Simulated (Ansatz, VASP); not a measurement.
# Two plane-wave programs on PbSe

```
CELL_PARAMETERS angstrom
3.78432 0.00000 0.00000
0.00000 3.78432 0.00000
0.00000 0.00000 3.78432
ATOMIC_POSITIONS crystal
Pb 0.00000 0.00000 0.00000
Se 0.50000 0.50000 0.50000
```

Alike in both runs: task relaxation of cell and atoms; functional RPBE; k mesh 7 × 7 × 7; occupations fermi-dirac, width 0.05 eV; no spin polarisation.

|  | VASP | Ansatz |
| --- | --- | --- |
| version | VASP 6.6.1 | Ansatz 0.2.0 |
| potentials or method | VASP PAW PBE potentials, release 64 (Pb_d, Se) | Ansatz PAW |
| plane-wave cutoff (eV) | 600 | 420 |
| valence electrons in the cell | 20 | 30 |

```csv
,VASP,Ansatz,Ansatz less VASP
"gap on the k mesh at the Fermi level, each at its own relaxed structure (eV)",none,none,-
relaxed volume (Å³/atom),28.14,28.14,+0.005
relaxed cell length with the largest relative difference (Å),3.832,3.832,+0.0002
```

VASP's potentials were made for PBE, not for RPBE. A gap of «none» marks a metal or a gap that the smearing closes. VASP's potentials hold 20 valence electrons a cell and Ansatz's 30, so a difference there can come from the potentials and not from the codes.

Spin-orbit coupling is off throughout. Noted on Ansatz's run: the plane-wave basis is chosen anew once the cell has moved, so the energies of steps on either side of that aren't comparable.
